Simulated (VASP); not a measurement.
# AgCl (Fm-3m) in VASP: a series of runs

Runs on AgCl. Level: PBE. Tasks: single point.

All numbers are computed with VASP 6.6.1; they aren't measurements. Logs are shortened: lines on timing, memory, paths and dates and some standing lists are left out, and cuts for length are marked.

## Step 1: The cell of the first run

Symmetry: Fm-3m, No. 225, cubic system. The conventional cell has a = 5.545 Å, b = 5.545 Å, c = 5.545 Å, α = 90.00°, β = 90.00°, γ = 90.00°. Ag (site symmetry m-3m) has 6 Cl at 2.77 Å within 3.7 Å. Cl (site symmetry m-3m) has 6 Ag at 2.77 Å within 3.7 Å.

## Step 2: Single point, PBE

The input, INCAR:

```
SYSTEM = AgCl
  PREC = Accurate
  ENCUT = 520
  EDIFF = 1E-6
  ISMEAR = 0
  SIGMA = 0.1
  LREAL = .FALSE.
  LASPH = .TRUE.
  NELM = 60
  ALGO = Normal
  ISIF = 2
  LWAVE = .FALSE.
  LCHARG = .FALSE.
  GGA = PE
  NBANDS = 16
```

The input, KPOINTS:

```
Automatic mesh
0
Gamma
  1 1 1
  0.5 0.5 0.5
```

The input, POSCAR:

```
AgCl
1.0
    0.0000000000      2.7726629968      2.7726629968
    2.7726629968      0.0000000000      2.7726629968
    2.7726629968      2.7726629968      0.0000000000
Ag Cl
1 1
Direct
    0.0000000000      0.0000000000      0.0000000000
    0.5000000000      0.5000000000      0.5000000000
```

Potentials or basis: VASP PAW PBE potentials, release 64 (Ag, Cl).

Run with:

```sh
> cat potpaw_PBE.64/Ag/POTCAR potpaw_PBE.64/Cl/POTCAR > POTCAR
> mpirun -np 1 vasp_std > vasp.out
```

OUTCAR:

```text
SYSTEM = AgCl
   PREC = Accurate
   ENCUT = 520
   EDIFF = 1E-6
   ISMEAR = 0
   LREAL = .FALSE.
   LASPH = .TRUE.
   NELM = 60
   ISIF = 2
   GGA = PE

 ion  position               nearest neighbor table
   1  0.000  0.000  0.000-   2 2.77   2 2.77   2 2.77   2 2.77   2 2.77   2 2.77
   2  0.500  0.500  0.500-   1 2.77   1 2.77   1 2.77   1 2.77   1 2.77   1 2.77

  LATTYP: Found a face centered cubic cell.
 ALAT       =     5.5453259936

  Lattice vectors:

 A1 = (   0.0000000000,   2.7726629968,   2.7726629968)
 A2 = (   2.7726629968,   0.0000000000,   2.7726629968)
 A3 = (   2.7726629968,   2.7726629968,   0.0000000000)

Analysis of symmetry for initial positions (statically):
=====================================================================
 Subroutine PRICEL returns:
 Original cell was already a primitive cell.

 Routine SETGRP: Setting up the symmetry group for a
 face centered cubic supercell.

 Subroutine GETGRP returns: Found 48 space group operations
 (whereof 48 operations were pure point group operations)
 out of a pool of 48 trial point group operations.

The static configuration has the point symmetry O_h .

Analysis of symmetry for dynamics (positions and initial velocities):
=====================================================================
 Subroutine PRICEL returns:
 Original cell was already a primitive cell.

 Routine SETGRP: Setting up the symmetry group for a
 face centered cubic supercell.

 Subroutine GETGRP returns: Found 48 space group operations
 (whereof 48 operations were pure point group operations)
 out of a pool of 48 trial point group operations.

The dynamic configuration has the point symmetry O_h .

 Subroutine INISYM returns: Found 48 space group operations
 (whereof 48 operations are pure point group operations),
 and found     1 'primitive' translations

----------------------------------------------------------------------------------------

                                     Primitive cell

  volume of cell :      42.6306

  direct lattice vectors                    reciprocal lattice vectors
     0.000000000  2.772662997  2.772662997    -0.180332049  0.180332049  0.180332049
     2.772662997  0.000000000  2.772662997     0.180332049 -0.180332049  0.180332049
     2.772662997  2.772662997  0.000000000     0.180332049  0.180332049 -0.180332049

  length of vectors
     3.921137614  3.921137614  3.921137614     0.312344271  0.312344271  0.312344271

[... 54 lines left out ...]
   ENCUT  =  520.0 eV  38.22 Ry    6.18 a.u.   7.29  7.29  7.29*2*pi/ulx,y,z
   NELM   =     60;   NELMIN=  2; NELMDL= -5     # of ELM steps
   EDIFF  = 0.1E-05   stopping-criterion for ELM
   LREAL  =      F    real-space projection
   EDIFFG = 0.1E-04   stopping-criterion for IOM
   NSW    =      0    number of steps for IOM
   IBRION =     -1    ionic relax: 0-MD 1-quasi-New 2-CG
   NFREE  =      0    steps in history (QN), initial steepest desc. (CG)
   ISIF   =      2    stress and relaxation
   ISYM   =      2    0-nonsym 1-usesym 2-fastsym
   POTIM  = 0.5000    time-step for ionic-motion
   TEBEG  =    0.0;   TEEND  =   0.0 temperature during run
   PSTRESS=    0.0 pullay stress
   NELECT =      18.0000    total number of electrons
   NUPDOWN=      -1.0000    fix difference up-down
   EMIN   =  10.00;   EMAX   =-10.00  energy-range for DOS
   EFERMI =   0.00;   METHOD = LEGACY
   ISMEAR =     0;   SIGMA  =   0.10  broadening in eV -4-tet -1-fermi 0-gaus
   EFERMI_NEDOS =   21; number of points for ismear=-14 and -15
   IALGO  =     38    algorithm
   IMIX   =      4    mixing-type and parameters
     AMIX     =   0.40;   BMIX     =  1.00
     AMIX_MAG =   1.60;   BMIX_MAG =  1.00
  volume/ion in A,a.u.               =      21.32       143.84
  Fermi-wavevector in a.u.,A,eV,Ry     =   1.228170  2.320905 20.523058  1.508402
  Thomas-Fermi vector in A             =   2.363106
   LORBIT       =      0    0 simple, 1 ext, 2 COOP (PROOUT), +10 PAW based schemes
   GGA     = PE    functional components
   LHFCALC =     F    Hartree Fock is set to
   AEXX    =    0.0000 exact exchange contribution
   IVDW    =     0    specifies the selected vdW correction
   LEPSILON=     F    determine dielectric tensor
   LRPA    =     F    only Hartree local field effects (RPA)
 non-spin polarized calculation
 Gauss-broadening in eV      SIGMA  =   0.10
  energy-cutoff  :      520.00
  volume of cell :       42.63
 maximum number of plane-waves:      1158
 NGX is ok and might be reduce to    28
   NGX = 15   NGY = 15   NGZ = 15

 number of electron      18.0000005 magnetization

 Free energy of the ion-electron system (eV)
  ---------------------------------------------------
  ext. energy  EPLUGINS =         0.00000000
  ---------------------------------------------------
  free energy    TOTEN  =        -3.29887986 eV

  energy without entropy =       -3.29887986  energy(sigma->0) =       -3.29887986

 E-fermi :   4.9647     XC(G=0):  -9.7816

 val. band max:        4.4432257448   @ k =   0.5000   0.5000   0.5000
 cond. band min:       8.2499878281   @ k =   0.5000   0.5000   0.5000
 fundamental gap:      3.8067620834
 Fermi energy:         4.9646519922

 k-point     1 :       0.5000    0.5000    0.5000
  band No.  band energies     occupation
      1     -10.4968      2.00000
      2      -1.1422      2.00000
      3       0.1138      2.00000
      4       0.1138      2.00000
      5       2.4470      2.00000
      6       2.4470      2.00000
[... 8 lines left out ...]
     15      17.7288      0.00000
     16      17.7288      0.00000

------------------------ aborting loop because EDIFF is reached ----------------------------------------

  FORCE on cell =-STRESS in cart. coord.  units (eV):
  Direction    XX          YY          ZZ          XY          YZ          ZX
  --------------------------------------------------------------------------------------
  -------------------------------------------------------------------------------------
  Total        6.2268716      6.2268716      6.2268716      0.0000000     -0.0000000      0.0000000
  in kB      234.0233748    234.0233748    234.0233748      0.0000000     -0.0000000      0.0000000
  external PRESSURE =     234.0233748 kB  Pullay stress =       0.0000000 kB

 VOLUME and BASIS-vectors are now :
 -----------------------------------------------------------------------------
  energy-cutoff  :      520.00
  volume of cell :       42.63
      direct lattice vectors                 reciprocal lattice vectors
     0.000000000  2.772662997  2.772662997    -0.180332049  0.180332049  0.180332049
     2.772662997  0.000000000  2.772662997     0.180332049 -0.180332049  0.180332049
     2.772662997  2.772662997  0.000000000     0.180332049  0.180332049 -0.180332049

 POSITION                                       TOTAL-FORCE (eV/Angst)
 -----------------------------------------------------------------------------------
      0.00000      0.00000      0.00000         0.000000      0.000000      0.000000
      2.77266      2.77266      2.77266         0.000000      0.000000      0.000000
 -----------------------------------------------------------------------------------
    total drift:                               -0.000000      0.000000      0.000000

  FREE ENERGIE OF THE ION-ELECTRON SYSTEM (eV)
  ---------------------------------------------------
  free  energy   TOTEN  =        -3.2988798633 eV

  energy  without entropy=       -3.2988798633  energy(sigma->0) =       -3.29887986
```

stdout:

```text
POSCAR found type information on POSCAR AgCl
 POSCAR found :  2 types and       2 ions
 scaLAPACK will be used
 LDA part: xc-table for (Slater+PW92), standard interpolation
 POSCAR, INCAR and KPOINTS ok, starting setup
 FFT: planning ... GRIDC
 FFT: planning ... GRID_SOFT
 FFT: planning ... GRID
 WAVECAR not read
 entering main loop
```

Wall time 3.3 s (1 thread of AMD EPYC 7R13 (Zen 3), shared host); peak memory 0.13 GiB.

Results:

* Free energy: -3.2989 eV
* Pressure: 23.4 GPa
* Band gap on the k mesh: 3.81 eV

Levels at points of the mesh, in eV from the valence-band top:
```tsv
k point	band 5	band 6	band 7	band 8	band 9	band 10	band 11	band 12	band 13	band 14
(0.50, 0.50, 0.50)	-2.00	-2.00	-1.72	0.00	0.00	3.81	6.24	7.23	7.23	13.23
```

Caveat: the k points lie up to 1.96 Å⁻¹ apart.

## Step 3: Single point, PBE

The input, INCAR:

```
PREC = Accurate
ENCUT = 520
EDIFF = 1E-7
ISMEAR = -1
SIGMA = 0.13605693122994
LREAL = False
LASPH = True
NELM = 100
ALGO = Normal
ISIF = 2
LWAVE = False
LCHARG = False
GGA = PE
NBANDS = 16
ISYM = 0
```

The input, KPOINTS:

```
Automatic mesh
0
Gamma
  1 3 5
  0.5 0.5 0.5
```

POSCAR is that of step 2.

Potentials or basis: VASP PAW PBE potentials, release 64 (Ag, Cl).

Run with:

```sh
> cat potpaw_PBE.64/Ag/POTCAR potpaw_PBE.64/Cl/POTCAR > POTCAR
> mpirun -np 1 vasp_std > vasp.out
```

It took 6.5 s on 1 thread of AMD EPYC 7R13 (Zen 3), shared host; peak memory 0.13 GiB.

The run converged, but its numbers aren't listed here, since they failed a check.

Caveat: the k points lie up to 1.96 Å⁻¹ apart.

## Step 4: Single point, PBE

The input, INCAR:

```
PREC = Accurate
ENCUT = 520
EDIFF = 1E-6
ISMEAR = 0
SIGMA = 0.1
LREAL = False
LASPH = True
NELM = 80
ALGO = Normal
ISIF = 2
LWAVE = False
LCHARG = True
GGA = PE
LELF = True
LVHAR = True
NBANDS = 16
```

The input, KPOINTS:

```
regular mesh
0
Gamma
  4 4 4
```

POSCAR is that of step 3.

Run with:

```sh
> cat potpaw_PBE.64/Ag/POTCAR potpaw_PBE.64/Cl/POTCAR > POTCAR
> mpirun -np 1 vasp_std > vasp.out
```

Wall time 6.8 s (1 thread of AMD EPYC 7R13 (Zen 3), shared host); peak memory 0.13 GiB.

The run converged. Its results:

```yaml
Free_energy: -5.3818 eV
Pressure: 1.7 GPa
Band_gap_on_the_k_mesh: 0.91 eV, indirect (least direct gap 3.23 eV)
```

Levels at points of the mesh, in eV from the valence-band top:
| k point | band 6 | band 7 | band 8 | band 9 | band 10 | band 11 | band 12 | band 13 |
| --- | --- | --- | --- | --- | --- | --- | --- | --- |
| (0.00, 0.00, 0.00) | -2.41 | -2.32 | -2.32 | -2.32 | 0.90 | 10.85 | 10.85 | 10.85 |
| (0.50, 0.00, 0.00) | -2.08 | -1.77 | 0.00 | 0.00 | 4.24 | 6.54 | 7.67 | 7.67 |
| (0.50, 0.50, 0.00) | -2.22 | -1.96 | -1.96 | -1.87 | 2.38 | 8.02 | 8.63 | 11.51 |

Caveat: the k points lie up to 0.49 Å⁻¹ apart. PBE gaps usually lie below the measured ones, often by a third to a half.

## Step 5: Single point, PBE

The input, INCAR:

```
PREC     = Accurate       # precision mode
ENCUT    = 500            # plane-wave cutoff, eV
EDIFF    = 1E-6           # SCF threshold, eV
ISMEAR   = 1              # smearing method
SIGMA    = 0.1            # smearing width, eV
LREAL    = F              # projectors in reciprocal space
LASPH    = T              # aspherical terms in the spheres
NELM     = 120            # most SCF steps
ALGO     = Normal         # electronic algorithm
ISIF     = 2              # what is computed and relaxed
LWAVE    = F              # write WAVECAR
LCHARG   = F              # write CHGCAR
GGA      = PE             # functional
NBANDS   = 16             # bands
GGA_COMPAT= F
```

KPOINTS is that of step 4.

POSCAR is that of step 4.

Potentials or basis: VASP PAW PBE potentials, release 64 (Ag, Cl).

Run with:

```sh
> cat potpaw_PBE.64/Ag/POTCAR potpaw_PBE.64/Cl/POTCAR > POTCAR
> mpirun -np 1 vasp_std > vasp.out
```

OUTCAR:

```text
PREC = Accurate
   ENCUT = 500
   EDIFF = 1E-6
   ISMEAR = 1
   LREAL = F
   LASPH = T
   NELM = 120
   ISIF = 2
   GGA = PE

 ion  position               nearest neighbor table
   1  0.000  0.000  0.000-   2 2.77   2 2.77   2 2.77   2 2.77   2 2.77   2 2.77
   2  0.500  0.500  0.500-   1 2.77   1 2.77   1 2.77   1 2.77   1 2.77   1 2.77

  LATTYP: Found a face centered cubic cell.
 ALAT       =     5.5453259936

  Lattice vectors:

 A1 = (   0.0000000000,   2.7726629968,   2.7726629968)
 A2 = (   2.7726629968,   0.0000000000,   2.7726629968)
 A3 = (   2.7726629968,   2.7726629968,   0.0000000000)

Analysis of symmetry for initial positions (statically):
=====================================================================
 Subroutine PRICEL returns:
 Original cell was already a primitive cell.

 Routine SETGRP: Setting up the symmetry group for a
 face centered cubic supercell.

 Subroutine GETGRP returns: Found 48 space group operations
[... 144 lines left out ...]
  ---------------------------------------------------
  free energy    TOTEN  =        -5.38062405 eV

  energy without entropy =       -5.38262178  energy(sigma->0) =       -5.38128996

 E-fermi :   3.8999     XC(G=0):  -9.9649

 val. band max:        3.8319680188   @ k =   0.5000   0.0000   0.0000
 cond. band min:       4.7366769007   @ k =   0.0000   0.0000   0.0000
 fundamental gap:      0.9047088818
 Fermi energy:         3.8999432755

 k-point     1 :       0.0000    0.0000    0.0000
  band No.  band energies     occupation
      1     -11.3160      2.00000
      2       1.3853      2.00000
      3       1.3853      2.00000
      4       1.3853      2.00000
      5       1.4272      2.00000
      6       1.4272      2.00000
[... 129 lines left out ...]
      3      -0.1602      2.00000
      4      -0.1602      2.00000
      5       1.8387      2.00000
      6       1.8387      2.00000
[... 8 lines left out ...]
     15      17.3586      0.00000
     16      18.9639      0.00000

------------------------ aborting loop because EDIFF is reached ----------------------------------------

  FORCE on cell =-STRESS in cart. coord.  units (eV):
  Direction    XX          YY          ZZ          XY          YZ          ZX
  --------------------------------------------------------------------------------------
  -------------------------------------------------------------------------------------
  Total        0.4411060      0.4411060      0.4411060      0.0000000      0.0000000     -0.0000000
  in kB       16.5780074     16.5780074     16.5780074      0.0000000      0.0000000     -0.0000000
  external PRESSURE =      16.5780074 kB  Pullay stress =       0.0000000 kB

 VOLUME and BASIS-vectors are now :
 -----------------------------------------------------------------------------
  energy-cutoff  :      500.00
  volume of cell :       42.63
      direct lattice vectors                 reciprocal lattice vectors
     0.000000000  2.772662997  2.772662997    -0.180332049  0.180332049  0.180332049
     2.772662997  0.000000000  2.772662997     0.180332049 -0.180332049  0.180332049
     2.772662997  2.772662997  0.000000000     0.180332049  0.180332049 -0.180332049

 POSITION                                       TOTAL-FORCE (eV/Angst)
 -----------------------------------------------------------------------------------
      0.00000      0.00000      0.00000        -0.000000     -0.000000     -0.000000
      2.77266      2.77266      2.77266         0.000000      0.000000      0.000000
 -----------------------------------------------------------------------------------
    total drift:                               -0.000000      0.000000      0.000000

  FREE ENERGIE OF THE ION-ELECTRON SYSTEM (eV)
  ---------------------------------------------------
  free  energy   TOTEN  =        -5.3806240508 eV

  energy  without entropy=       -5.3826217769  energy(sigma->0) =       -5.38128996
```

It took 5.4 s on 1 thread of AMD EPYC 7R43 (Zen 3), shared host; peak memory 0.13 GiB.

What came out:

| Property | Result |
| --- | --- |
| Free energy | -5.3806 eV |
| Pressure | 1.7 GPa |
| Band gap on the k mesh | 0.90 eV, indirect (least direct gap 3.23 eV) |

Levels at points of the mesh, in eV from the valence-band top:
```csv
k point,band 5,band 6,band 7,band 8,band 9,band 10,band 11,band 12,band 13,band 14
"(0.00, 0.00, 0.00)",-2.40,-2.40,-2.32,-2.32,-2.32,0.90,10.85,10.85,10.85,12.38
"(0.50, 0.00, 0.00)",-2.08,-2.08,-1.77,0.00,0.00,4.24,6.54,7.67,7.67,13.58
"(0.50, 0.50, 0.00)",-2.77,-2.22,-1.96,-1.96,-1.87,2.38,8.02,8.63,11.51,11.51
```

Caveat: the k points lie up to 0.49 Å⁻¹ apart.

## Step 6: Summary

```csv
k mesh,cutoff (eV),smearing,gap on the mesh (eV),pressure (GPa)
"1 × 1 × 1, shifted",520,gaussian 0.1 eV,3.81,23.4
4 × 4 × 4,520,gaussian 0.1 eV,0.91,1.7
4 × 4 × 4,500,methfessel-paxton 0.1 eV,0.90,1.7
```

Alike in all rows: task single point; level PBE; potentials or basis VASP PAW PBE potentials, release 64 (Ag, Cl); no spin polarisation; cell as given.

Caveats: all runs use coarse meshes.

Absolute energies hang on the potentials; compare differences alone.
